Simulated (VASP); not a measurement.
# Mn3Si (Fm-3m) in VASP: further runs

The runs below take Mn3Si through single point, with r2SCAN.

Everything below comes from runs of VASP 6.6.1. Logs are shortened: lines on timing, memory, paths and dates and some standing lists are left out, and cuts for length are marked.

**1. The cell of the first run**

It takes space group Fm-3m (No. 225, cubic). Conventional cell: a = 5.722 Å, b = 5.722 Å, c = 5.722 Å, α = 90.00°, β = 90.00°, γ = 90.00°. Within 3.3 Å of Mn (site symmetry m-3m) lie 8 Mn at 2.48 Å and 6 Si at 2.86 Å. Within 3.3 Å of Mn (site symmetry -43m) lie 10 Mn at 2.48 to 2.86 Å and 4 Si at 2.48 Å. Si (site symmetry m-3m) has 14 Mn at 2.48 to 2.86 Å within 3.3 Å.

**2. Single point, r2SCAN, collinear spin, zero start**

Contents of POSCAR:

```
Mn3Si
1.0
    0.0000000000      2.8610000000      2.8610000000
    2.8610000000      0.0000000000      2.8610000000
    2.8610000000      2.8610000000      0.0000000000
Mn Si
3 1
Direct
    0.5000000000      0.5000000000      0.5000000000
    0.2500000000      0.2500000000      0.2500000000
    0.7500000000      0.7500000000      0.7500000000
    0.0000000000      0.0000000000      0.0000000000
```

Contents of INCAR.step1:

```
SYSTEM = Mn3Si
ALGO = Normal ; EDIFF = 1E-4
ENCUT = 520 ; GGA = PE
ISMEAR = -1 ; ISPIN = 2
LASPH = .True. ; LCHARG = .False.
LMAXMIX = 4 ; LREAL = .False.
LWAVE = .True. ; MAGMOM = 0 0 0 0
NBANDS = 34 ; NELM = 150
NUPDOWN = 0.0 ; PREC = Accurate
SIGMA = 0.1
```

Contents of INCAR.step2:

```
SYSTEM = Mn3Si
ALGO = Normal ; EDIFF = 1E-6
ENCUT = 520 ; ISIF = 2
ISMEAR = -1 ; ISPIN = 2
ISTART = 1 ; LASPH = .True.
LCHARG = .False. ; LMAXMIX = 4
LMIXTAU = .True. ; LORBIT = 11
LREAL = .False. ; LWAVE = .False.
MAGMOM = 0 0 0 0 ; METAGGA = R2SCAN
NBANDS = 34 ; NELM = 150
NUPDOWN = 0.0 ; PREC = Accurate
SIGMA = 0.1
```

Contents of KPOINTS:

```
k-points
0
Gamma
  7 7 7
  0 0 0
```

Potentials or basis: VASP PAW PBE potentials, release 64 (Mn_pv, Si).

Command:

```sh
cat potpaw_PBE.64/Mn_pv/POTCAR potpaw_PBE.64/Si/POTCAR > POTCAR
cp INCAR.step1 INCAR
mpirun -np 1 vasp_std > vasp.out
cp INCAR.step2 INCAR
mpirun -np 1 vasp_std > vasp.out
```

OUTCAR:

```text
SYSTEM = Mn3Si
   EDIFF = 1E-6
   ENCUT = 520
   ISIF = 2
   ISMEAR = -1
   ISPIN = 2
   ISTART = 1
   LASPH = .True.
   LORBIT = 11
   LREAL = .False.
   METAGGA = R2SCAN
   NELM = 150
   NUPDOWN = 0.0
   PREC = Accurate

 ion  position               nearest neighbor table
   1  0.500  0.500  0.500-   2 2.48   2 2.48   2 2.48   3 2.48   3 2.48   3 2.48   3 2.48   2 2.48
                             4 2.86   4 2.86   4 2.86   4 2.86   4 2.86   4 2.86
   2  0.250  0.250  0.250-   4 2.48   4 2.48   4 2.48   1 2.48   1 2.48   1 2.48   4 2.48   1 2.48
                             3 2.86   3 2.86   3 2.86   3 2.86   3 2.86   3 2.86
   3  0.750  0.750  0.750-   1 2.48   1 2.48   1 2.48   4 2.48   4 2.48   4 2.48   4 2.48   1 2.48
                             2 2.86   2 2.86   2 2.86   2 2.86   2 2.86   2 2.86
   4  0.000  0.000  0.000-   3 2.48   3 2.48   3 2.48   2 2.48   2 2.48   2 2.48   3 2.48   2 2.48
                             1 2.86   1 2.86   1 2.86   1 2.86   1 2.86   1 2.86

  LATTYP: Found a face centered cubic cell.
 ALAT       =     5.7220000000

  Lattice vectors:

 A1 = (   0.0000000000,   2.8610000000,   2.8610000000)
 A2 = (   2.8610000000,   0.0000000000,   2.8610000000)
 A3 = (   2.8610000000,   2.8610000000,   0.0000000000)

Analysis of symmetry for initial positions (statically):
=====================================================================
 Subroutine PRICEL returns:
 Original cell was already a primitive cell.

 Routine SETGRP: Setting up the symmetry group for a
 face centered cubic supercell.

 Subroutine GETGRP returns: Found 48 space group operations
 (whereof 48 operations were pure point group operations)
 out of a pool of 48 trial point group operations.

The static configuration has the point symmetry O_h .

Analysis of symmetry for dynamics (positions and initial velocities):
=====================================================================
 Subroutine PRICEL returns:
 Original cell was already a primitive cell.

 Routine SETGRP: Setting up the symmetry group for a
 face centered cubic supercell.

 Subroutine GETGRP returns: Found 48 space group operations
 (whereof 48 operations were pure point group operations)
 out of a pool of 48 trial point group operations.

The dynamic configuration has the point symmetry O_h .

Analysis of structural, dynamic, and magnetic symmetry:
=====================================================================
 Subroutine PRICEL returns:
 Original cell was already a primitive cell.

 Routine SETGRP: Setting up the symmetry group for a
 face centered cubic supercell.

 Subroutine GETGRP returns: Found 48 space group operations
 (whereof 48 operations were pure point group operations)
 out of a pool of 48 trial point group operations.

The overall configuration has the point symmetry O_h .

 Subroutine INISYM returns: Found 48 space group operations
 (whereof 48 operations are pure point group operations),
 and found     1 'primitive' translations

----------------------------------------------------------------------------------------

                                     Primitive cell

  volume of cell :      46.8364

  direct lattice vectors                    reciprocal lattice vectors
     0.000000000  2.861000000  2.861000000    -0.174764069  0.174764069  0.174764069
     2.861000000  0.000000000  2.861000000     0.174764069 -0.174764069  0.174764069
     2.861000000  2.861000000  0.000000000     0.174764069  0.174764069 -0.174764069

  length of vectors
     4.046065002  4.046065002  4.046065002     0.302700246  0.302700246  0.302700246

  position of ions in fractional coordinates (direct lattice)
     0.500000000  0.500000000  0.500000000
     0.250000000  0.250000000  0.250000000
     0.750000000  0.750000000  0.750000000
     0.000000000  0.000000000  0.000000000

  ion indices of the primitive-cell ions
   primitive index   ion index
                 1           1
                 2           2
                 3           3
[... 21 lines left out ...]
     0.000000000  0.000000000  0.000000000

 Subroutine IBZKPT returns following result:
 ===========================================

 Found     20 irreducible k-points:

 Following reciprocal coordinates:
            Coordinates               Weight
  0.000000  0.000000  0.000000      1.000000
  0.142857  0.000000  0.000000      8.000000
  0.285714  0.000000  0.000000      8.000000
  0.428571  0.000000  0.000000      8.000000
  0.142857  0.142857  0.000000      6.000000
  0.285714  0.142857  0.000000     24.000000
[... 12 lines left out ...]
 -0.428571  0.428571  0.142857     24.000000
 -0.285714  0.428571  0.142857     24.000000
   k-points           NKPTS =     20   k-points in BZ     NKDIM =     20   number of bands    NBANDS=     34
   number of dos      NEDOS =    301   number of ions     NIONS =      4
   total plane-waves  NPLWV =  27000
   dimension x,y,z NGX =    30 NGY =   30 NGZ =   30
   dimension x,y,z NGXF=    60 NGYF=   60 NGZF=   60
   ions per type =               3   1
   NGX,Y,Z   is equivalent  to a cutoff of  12.33, 12.33, 12.33 a.u.
   NGXF,Y,Z  is equivalent  to a cutoff of  24.65, 24.65, 24.65 a.u.
 SYSTEM =  Mn3Si
   PREC   = accura    normal or accurate (medium, high low for compatibility)
   ISTART =      1    job   : 0-new  1-cont  2-samecut
   ICHARG =      0    charge: 1-file 2-atom 10-const
   ISPIN  =      2    spin polarized calculation?
   LNONCOLLINEAR =      F non collinear calculations
   LSORBIT =      F    spin-orbit coupling
   LASPH  =      T    aspherical Exc in radial PAW
   ENCUT  =  520.0 eV  38.22 Ry    6.18 a.u.   7.52  7.52  7.52*2*pi/ulx,y,z
   NELM   =    150;   NELMIN=  2; NELMDL=  0     # of ELM steps
   EDIFF  = 0.1E-05   stopping-criterion for ELM
   LREAL  =      F    real-space projection
   EDIFFG = 0.1E-04   stopping-criterion for IOM
   NSW    =      0    number of steps for IOM
   IBRION =     -1    ionic relax: 0-MD 1-quasi-New 2-CG
   NFREE  =      0    steps in history (QN), initial steepest desc. (CG)
   ISIF   =      2    stress and relaxation
   ISYM   =      2    0-nonsym 1-usesym 2-fastsym
   POTIM  = 0.5000    time-step for ionic-motion
   TEBEG  =    0.0;   TEEND  =   0.0 temperature during run
   PSTRESS=    0.0 pullay stress
   NELECT =      43.0000    total number of electrons
   NUPDOWN=       0.0000    fix difference up-down
   EMIN   =  10.00;   EMAX   =-10.00  energy-range for DOS
   EFERMI =   0.00;   METHOD = LEGACY
   ISMEAR =    -1;   SIGMA  =   0.10  broadening in eV -4-tet -1-fermi 0-gaus
   EFERMI_NEDOS =   21; number of points for ismear=-14 and -15
   IALGO  =     38    algorithm
   IMIX   =      4    mixing-type and parameters
     AMIX     =   0.40;   BMIX     =  1.00
     AMIX_MAG =   1.60;   BMIX_MAG =  1.00
  volume/ion in A,a.u.               =      11.71        79.02
  Fermi-wavevector in a.u.,A,eV,Ry     =   1.591121  3.006782 34.445395  2.531665
  Thomas-Fermi vector in A             =   2.689710
   LORBIT       =     11    0 simple, 1 ext, 2 COOP (PROOUT), +10 PAW based schemes
   METAGGA = R2SCAN    functional components
   LHFCALC =     F    Hartree Fock is set to
   AEXX    =    0.0000 exact exchange contribution
   IVDW    =     0    specifies the selected vdW correction
   LEPSILON=     F    determine dielectric tensor
   LRPA    =     F    only Hartree local field effects (RPA)
 spin polarized calculation
  energy-cutoff  :      520.00
  volume of cell :       46.84
 maximum number of plane-waves:      1275
 NGX is ok and might be reduce to    30
   NGX = 15   NGY = 15   NGZ = 15

 number of electron      43.0000045 magnetization       0.0000000

 number of electron      43.0000045 magnetization      -0.0000000

 Free energy of the ion-electron system (eV)
  ---------------------------------------------------
  ext. energy  EPLUGINS =         0.00000000
  ---------------------------------------------------
  free energy    TOTEN  =       -52.57156164 eV

  energy without entropy =      -52.38272818  energy(sigma->0) =      -52.47714491

 E-fermi :  10.2746     XC(G=0): -14.3087

 val. band max:       10.2730011785   @ k =   0.1429   0.1429   0.0000
 cond. band min:      10.2747694288   @ k =   0.1429   0.0000   0.0000
 fundamental gap:      0.0017682503
 Fermi energy:        10.2746237503

 spin component 1

 k-point     1 :       0.0000    0.0000    0.0000
  band No.  band energies     occupation
      1     -40.0093      1.00000
      2     -40.0093      1.00000
      3     -40.0091      1.00000
      4     -39.3773      1.00000
      5     -39.3773      1.00000
      6     -39.3771      1.00000
[... 709 lines left out ...]
     32      19.1624      0.00000
     33      21.9392      0.00000
 Fermi energy:        10.2746057180

 spin component 2

 k-point     1 :       0.0000    0.0000    0.0000
  band No.  band energies     occupation
      1     -40.0094      1.00000
      2     -40.0094      1.00000
      3     -40.0091      1.00000
      4     -39.3773      1.00000
      5     -39.3772      1.00000
      6     -39.3770      1.00000
[... 709 lines left out ...]
     32      19.1624      0.00000
     33      21.9392      0.00000
 [bands above 33 left out]

------------------------ aborting loop because EDIFF is reached ----------------------------------------

  FORCE on cell =-STRESS in cart. coord.  units (eV):
  Direction    XX          YY          ZZ          XY          YZ          ZX
  --------------------------------------------------------------------------------------
  -------------------------------------------------------------------------------------
  Total       -6.9618622     -6.9618622     -6.9618622      0.0000000      0.0000000     -0.0000000
  in kB     -238.1510142   -238.1510142   -238.1510142      0.0000000      0.0000000     -0.0000000
  external PRESSURE =    -238.1510142 kB  Pullay stress =       0.0000000 kB

 VOLUME and BASIS-vectors are now :
 -----------------------------------------------------------------------------
  energy-cutoff  :      520.00
  volume of cell :       46.84
      direct lattice vectors                 reciprocal lattice vectors
     0.000000000  2.861000000  2.861000000    -0.174764069  0.174764069  0.174764069
     2.861000000  0.000000000  2.861000000     0.174764069 -0.174764069  0.174764069
     2.861000000  2.861000000  0.000000000     0.174764069  0.174764069 -0.174764069

 POSITION                                       TOTAL-FORCE (eV/Angst)
 -----------------------------------------------------------------------------------
      2.86100      2.86100      2.86100         0.000000     -0.000000      0.000000
      1.43050      1.43050      1.43050         0.000000      0.000000      0.000000
      4.29150      4.29150      4.29150        -0.000000     -0.000000     -0.000000
      0.00000      0.00000      0.00000         0.000000     -0.000000      0.000000
 -----------------------------------------------------------------------------------
    total drift:                                0.000000     -0.000000      0.000000

  FREE ENERGIE OF THE ION-ELECTRON SYSTEM (eV)
  ---------------------------------------------------
  free  energy   TOTEN  =       -52.5715616417 eV

  energy  without entropy=      -52.3827281841  energy(sigma->0) =      -52.47714491

 total charge

# of ion       s       p       d       tot
------------------------------------------
    1        0.401   6.360   5.060  11.820
    2        0.358   6.354   5.203  11.915
    3        0.358   6.354   5.203  11.915
    4        0.697   0.883   0.000   1.580
--------------------------------------------------
tot          1.813  19.950  15.466  37.229

 magnetization (x)

# of ion       s       p       d       tot
------------------------------------------
    1        0.000  -0.000  -0.000  -0.000
    2        0.000  -0.000   0.000   0.000
    3        0.000  -0.000   0.000   0.000
    4       -0.000   0.000   0.000   0.000
--------------------------------------------------
tot          0.000  -0.000  -0.000  -0.000
```

Wall time 6.8 min (1 thread of Intel Xeon 8259CL, shared host); peak memory 0.23 GiB.

Results:

```yaml
Free_energy: -52.5716 eV
Pressure: -23.8 GPa
Net_moment: 0.00 μB per cell
Valence_electrons_inside_the_program's_atomic_spheres: Mn 11.82, 11.91 (each value once); Si 1.58
```

Caveat: the cell stands under tension; the PAW data sets were made with another functional, which shifts forces and pressure a little; the total moment is fixed, so each spin has its own Fermi level.

**3. Single point, r2SCAN, collinear spin, ferromagnetic start**

POSCAR is that of step 2.

Contents of INCAR.step1:

```
PREC     = Accurate       # precision mode
ENCUT    = 520            # plane-wave cutoff, eV
ISMEAR   = -1             # smearing method
SIGMA    = 0.1            # smearing width, eV
LREAL    = False          # projectors in reciprocal space
LASPH    = True           # aspherical terms in the spheres
NELM     = 150            # most SCF steps
ISPIN    = 2              # spin polarisation
MAGMOM   = 0.847 0.847 0.846 0 # initial moments
NUPDOWN  = 2.54           # fixed moment
LMAXMIX  = 4              # l up to which the mixer works
NBANDS   = 34             # bands
GGA      = PE             # functional
ALGO     = Normal         # electronic algorithm
EDIFF    = 1E-4           # SCF threshold, eV
LWAVE    = True           # write WAVECAR
LCHARG   = False          # write CHGCAR
```

Contents of INCAR.step2:

```
PREC     = Accurate       # precision mode
ENCUT    = 520            # plane-wave cutoff, eV
EDIFF    = 1E-6           # SCF threshold, eV
ISMEAR   = -1             # smearing method
SIGMA    = 0.1            # smearing width, eV
LREAL    = False          # projectors in reciprocal space
LASPH    = True           # aspherical terms in the spheres
NELM     = 150            # most SCF steps
ALGO     = Normal         # electronic algorithm
ISIF     = 2              # what is computed and relaxed
LWAVE    = False          # write WAVECAR
LCHARG   = False          # write CHGCAR
ISPIN    = 2              # spin polarisation
MAGMOM   = 0.847 0.847 0.846 0 # initial moments
LORBIT   = 11             # projections on sites
NUPDOWN  = 2.54           # fixed moment
LMAXMIX  = 4              # l up to which the mixer works
METAGGA  = R2SCAN         # meta-GGA
LMIXTAU  = True         
NBANDS   = 34             # bands
ISTART   = 1
```

Contents of KPOINTS:

```
Automatic mesh
0
Gamma
  7 7 7
```

Potentials or basis: VASP PAW PBE potentials, release 64 (Mn_pv, Si).

Command:

```sh
cat potpaw_PBE.64/Mn_pv/POTCAR potpaw_PBE.64/Si/POTCAR > POTCAR
cp INCAR.step1 INCAR
mpirun -np 1 vasp_std > vasp.out
cp INCAR.step2 INCAR
mpirun -np 1 vasp_std > vasp.out
```

Wall time 8 min (1 thread of Intel Xeon 8259CL, shared host); peak memory 0.22 GiB.

Results (log left out):

```yaml
Free_energy: -53.4682 eV
Pressure: -15.6 GPa
Net_moment: 2.54 μB per cell
Site_moments: Mn +2.59, -0.03 (each value once); Si +0.02 μB
Valence_electrons_inside_the_program's_atomic_spheres: Mn 11.81, 11.92 (each value once); Si 1.61
```

Caveat: the cell stands under tension; the PAW data sets were made with another functional, which shifts forces and pressure a little; the total moment is fixed, so each spin has its own Fermi level and the state may be an excited one.

**4. Single point, r2SCAN, collinear spin, ferromagnetic start**

POSCAR is that of step 3.

Contents of INCAR.step1:

```
PREC = Accurate
ENCUT = 520
ISMEAR = -1
SIGMA = 0.1
LREAL = F
LASPH = T
NELM = 150
ISPIN = 2
MAGMOM = 1.69 1.69 1.69 0
NUPDOWN = 5.07
LMAXMIX = 4
NBANDS = 34
GGA = PE
ALGO = Normal
EDIFF = 1E-4
LWAVE = T
LCHARG = F
```

Contents of INCAR.step2:

```
PREC = Accurate
ENCUT = 520
EDIFF = 1E-6
ISMEAR = -1
SIGMA = 0.1
LREAL = F
LASPH = T
NELM = 150
ALGO = Normal
ISIF = 2
LWAVE = F
LCHARG = F
ISPIN = 2
MAGMOM = 1.69 1.69 1.69 0
LORBIT = 11
NUPDOWN = 5.07
LMAXMIX = 4
METAGGA = R2SCAN
LMIXTAU = T
NBANDS = 34
ISTART = 1
```

Contents of KPOINTS:

```
regular mesh
0
Gamma
  7 7 7
```

Command:

```sh
cat potpaw_PBE.64/Mn_pv/POTCAR potpaw_PBE.64/Si/POTCAR > POTCAR
cp INCAR.step1 INCAR
mpirun -np 1 vasp_std > vasp.out
cp INCAR.step2 INCAR
mpirun -np 1 vasp_std > vasp.out
```

It took 9.1 min on 1 thread of Intel Xeon 8259CL, shared host; peak memory 0.22 GiB.

Results (log left out):

| Item | Value |
| --- | --- |
| Free energy | -53.3963 eV |
| Pressure | -5.0 GPa |
| Net moment | 5.07 μB per cell |
| Site moments | Mn +0.75, +2.26 (each value once); Si -0.09 μB |
| Valence electrons inside the program's atomic spheres | Mn 11.88, 11.90 (each value once); Si 1.62 |

Caveat: the cell stands under tension; the PAW data sets were made with another functional, which shifts forces and pressure a little; the total moment is fixed, so each spin has its own Fermi level and the state may be an excited one.

**5. Single point, r2SCAN, collinear spin, ferromagnetic start**

POSCAR is that of step 4.

Contents of INCAR.step1:

```
ALGO = Normal
EDIFF = 1E-4
ENCUT = 520
GGA = PE
ISMEAR = -1
ISPIN = 2
LASPH = T
LCHARG = F
LMAXMIX = 4
LREAL = F
LWAVE = T
MAGMOM = 2.537 2.537 2.536 0
NBANDS = 34
NELM = 150
NUPDOWN = 7.61
PREC = Accurate
SIGMA = 0.1
```

Contents of INCAR.step2:

```
ALGO = Normal
EDIFF = 1E-7
ENCUT = 520
ISIF = 2
ISMEAR = -1
ISPIN = 2
ISTART = 1
LASPH = T
LCHARG = F
LMAXMIX = 4
LMIXTAU = T
LORBIT = 11
LREAL = F
LWAVE = F
MAGMOM = 2.537 2.537 2.536 0
METAGGA = R2SCAN
NBANDS = 34
NELM = 150
NUPDOWN = 7.61
PREC = Accurate
SIGMA = 0.1
```

Contents of KPOINTS:

```
k-points
0
Gamma
  7 7 7
```

Command:

```sh
cat potpaw_PBE.64/Mn_pv/POTCAR potpaw_PBE.64/Si/POTCAR > POTCAR
cp INCAR.step1 INCAR
mpirun -np 1 vasp_std > vasp.out
cp INCAR.step2 INCAR
mpirun -np 1 vasp_std > vasp.out
```

Run time: 11 min. Hardware: 1 thread of Intel Xeon 8259CL, shared host; peak memory 0.22 GiB.

The run converged. Its results:

* Free energy: -53.4681 eV
* Pressure: 9.1 GPa
* Net moment: 7.61 μB per cell
* Site moments: Mn +1.54, +3.06 (each value once); Si -0.09 μB
* Valence electrons inside the program's atomic spheres: Mn 11.95, 11.88 (each value once); Si 1.65

Caveat: the cell stands under pressure; the PAW data sets were made with another functional, which shifts forces and pressure a little; the total moment is fixed, so each spin has its own Fermi level and the state may be an excited one.

**6. Summary**

```tsv
spin	fixed moment (μB)	pressure (GPa)	moment (μB)
collinear, zero start	0.0	-23.8	0.00
collinear, ferromagnetic start	2.54	-15.6	2.54
collinear, ferromagnetic start	5.07	-5.0	5.07
collinear, ferromagnetic start	7.61	9.1	7.61
```

Alike in all rows: task single point; level r2SCAN; potentials or basis VASP PAW PBE potentials, release 64 (Mn_pv, Si); cell as given; k mesh 7 × 7 × 7; cutoff (eV) 520; smearing fermi-dirac 0.1 eV.

Caveats: the PAW data sets were made with another functional, which shifts forces and pressure a little; the cell stands under tension (at least some runs); the total moment is fixed, so each spin has its own Fermi level and the state may be an excited one (at least some runs); the total moment is fixed, so each spin has its own Fermi level (at least some runs); the cell stands under pressure (at least some runs).

Total energies depend on the potentials used, so only differences within one code and one set of settings carry meaning.
